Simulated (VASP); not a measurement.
Input of a VASP 6.6.1 run:

The input POSCAR:

```
Sn
1.0
   -1.7430796737      1.7430796737      2.0462239647
    1.7430796737     -1.7430796737      2.0462239647
    1.7430796737      1.7430796737     -2.0462239647
Sn
1
Direct
    0.0000000000      0.0000000000      0.0000000000
```

File INCAR.step1:

```
  PREC = Accurate
  ENCUT = 520
  ISMEAR = 0
  SIGMA = 0.15
  LREAL = False
  LASPH = True
  NELM = 80
  NBANDS = 13
  GGA = PE
  ALGO = Normal
  EDIFF = 1E-4
  LWAVE = True
  LCHARG = False
```

Contents of INCAR.step2:

```
  PREC = Accurate
  ENCUT = 520
  EDIFF = 1E-6
  ISMEAR = 0
  SIGMA = 0.15
  LREAL = False
  LASPH = True
  NELM = 80
  ALGO = Normal
  ISIF = 2
  LWAVE = False
  LCHARG = True
  METAGGA = R2SCAN
  LMIXTAU = True
  LELF = True
  LVHAR = True
  NBANDS = 13
  ISTART = 1
```

File KPOINTS:

```
regular mesh
0
Gamma
  18 18 18
```

Potentials or basis: VASP PAW PBE potentials, release 64 (Sn_d).

Command:

```bash
$ cat potpaw_PBE.64/Sn_d/POTCAR > POTCAR
$ cp INCAR.step1 INCAR
$ mpirun -np 1 vasp_std > vasp.out
$ cp INCAR.step2 INCAR
$ mpirun -np 1 vasp_std > vasp.out
```

Problem. What does it give for the band gap on the k mesh?

Solution. Zero (bands 7 and 8 overlap by 11.62 eV).

Problem. Predict the pressure.

Solution. 5.5 GPa.

Stress tensor (GPa, compression positive):
```
5.94 0.00 0.00
0.00 5.94 0.00
0.00 0.00 4.76
```

Caveat: the cell differs from its parent crystal (strain -0.080 along x and y, +0.080 along z); the cell stands under pressure; the PAW data sets were made with another functional, which shifts forces and pressure a little; spin-orbit coupling is left out, which moves the levels of the heavy elements.
